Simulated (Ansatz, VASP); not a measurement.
# BN: VASP beside Ansatz

```xyz
4
Lattice="2.5040 0.0376 0.0376 -1.2195 2.1497 0.0137 0.0999 0.0999 6.6612" Properties=species:S:1:pos:R:3 pbc="T T T"
B     0.0467    1.4707    1.6870
B     1.3378    0.8166    5.0255
N     0.0966    1.5206    5.0176
N     1.2878    0.7666    1.6949
```

Change from the starting cell: equal xy, yz and zx shear strains of +3 %.

Alike in both runs: task single point; functional PBEsol; k mesh 11 × 11 × 4; occupations fermi-dirac, width 0.02 eV; no spin polarisation.

```csv
,VASP,Ansatz
version,VASP 6.6.1,Ansatz 0.2.0
potentials or method,"VASP PAW PBE potentials, release 64 (B, N), cutoff 520 eV","all-electron LAPW, scalar-relativistic"
```

```csv
,VASP,Ansatz,Ansatz less VASP
gap on the k mesh at the Fermi level (eV),4.10,4.10,+0.006
pressure (GPa),0.9,0.6,-0.32
"traceless stress, the component that is largest in VASP (GPa)",-11.28,-11.23,+0.042
rms of the force components (eV/Å),0.229,0.227,-0.0025
```

VASP's potentials were made for PBE, not for PBEsol. Atom by atom the forces differ by 0.003 eV/Å (rms over components). Ansatz ran all-electron here, and VASP with PAW potentials.
